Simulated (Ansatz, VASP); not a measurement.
**BeTe in VASP and in Ansatz**

```
CELL_PARAMETERS angstrom
0.00000 2.83146 2.83146
2.83146 0.00000 2.83146
2.83146 2.83146 0.00000
ATOMIC_POSITIONS crystal
Be 0.00000 0.00000 0.00000
Te 0.75000 0.75000 0.75000
```

Alike in both runs: task single point; functional PBEsol; k mesh 6 × 6 × 6; occupations gaussian, width 0.1 eV; no spin polarisation.

|  | VASP | Ansatz |
| --- | --- | --- |
| version | VASP 6.6.1 | Ansatz 0.2.0 |
| potentials or method | VASP PAW PBE potentials, release 64 (Be, Te), cutoff 600 eV | scalar-relativistic, plane waves, PAW |
| valence electrons in the cell | 8 | 18 |

Ansatz gave:

```
gap on the k mesh at the Fermi level (eV) : 1.91
least direct gap on the mesh (eV)         : 3.61
pressure (GPa)                            : -1.7
```

Question: Which values does VASP return?

Answer: gap on the k mesh at the Fermi level (eV): 1.89; least direct gap on the mesh (eV): 3.61; pressure (GPa): -1.5.

VASP's potentials were made for PBE, not for PBEsol. VASP's potentials hold 8 valence electrons a cell and Ansatz's 18, so a difference there can come from the potentials and not from the codes.

Neither program's run includes spin-orbit coupling.
